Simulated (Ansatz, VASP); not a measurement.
**PbSe in VASP and in Ansatz**

```
CELL_PARAMETERS angstrom
0.00000 3.07082 3.07082
3.07082 0.00000 3.07082
3.07082 3.07082 0.00000
ATOMIC_POSITIONS crystal
Pb 0.00000 0.00000 0.00000
Se 0.50000 0.50000 0.50000
```

Alike in both runs: task single point; functional PBE; k mesh 6 × 6 × 6; no spin polarisation.

|  | VASP | Ansatz |
| --- | --- | --- |
| version | VASP 6.6.1 | Ansatz 0.2.0 |
| potentials or method | VASP PAW PBE potentials, release 64 (Pb_d, Se), cutoff 500 eV | plane waves, PAW |
| occupations | gaussian, width 0.01 eV | fixed |
| valence electrons in the cell | 20 | 30 |

|  | VASP | Ansatz | Ansatz less VASP |
| --- | --- | --- | --- |
| pressure (GPa) | 1.8 | 1.8 | +0.02 |

VASP's potentials hold 20 valence electrons a cell and Ansatz's 30, so a difference there can come from the potentials and not from the codes.

Neither program's run includes spin-orbit coupling.
